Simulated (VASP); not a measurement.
Input of a VASP 6.6.1 run:

INCAR

```
SYSTEM = NbP
ALGO = Normal ; EDIFF = 1E-7
EDIFFG = -0.01 ; ENCUT = 500
GGA = PE ; GGA_COMPAT = .False.
IBRION = 2 ; ISIF = 4
ISMEAR = 0 ; LASPH = .True.
LCHARG = .False. ; LREAL = .False.
LWAVE = .False. ; NELM = 120
NELMIN = 4 ; NSW = 60
PREC = Accurate ; SIGMA = 0.05
```

Contents of KPOINTS:

```
k-points
0
Gamma
  10 10 8
  0 0 0
```

Contents of POSCAR:

```
NbP
1.0
    3.4464585581      0.0000000000      0.0000000000
   -1.7232292790      2.9847206644      0.0000000000
    0.0000000000      0.0000000000      6.8404967588
Nb P
2 2
Direct
    0.0000000000      0.0000000000      0.0000000000
    0.0000000000      0.0000000000      0.5000000000
    0.3333333333      0.6666666667      0.2500000000
    0.6666666667      0.3333333333      0.7500000000
```

Potentials or basis: VASP PAW PBE potentials, release 64 (Nb_sv, P).

Command:

```sh
$ cat potpaw_PBE.64/Nb_sv/POTCAR potpaw_PBE.64/P/POTCAR > POTCAR
$ mpirun -np 1 vasp_std > vasp.out
```

Question: What does it give for the band gap on the k mesh?

Answer: Zero (bands 18 and 19 overlap by 0.45 eV).

Final structure:
```yaml
crystal:
  lattice:
    - [3.45582, 0.00000, 0.00000]
    - [-1.72791, 2.99282, 0.00000]
    - [0.00000, 0.00000, 6.80350]
  atoms:
    - { symbol: Nb, position: [0.00000, 0.00000, 0.00000] }
    - { symbol: Nb, position: [0.00000, 0.00000, 0.50000] }
    - { symbol: P, position: [0.33333, 0.66667, 0.25000] }
    - { symbol: P, position: [0.66667, 0.33333, 0.75000] }
```
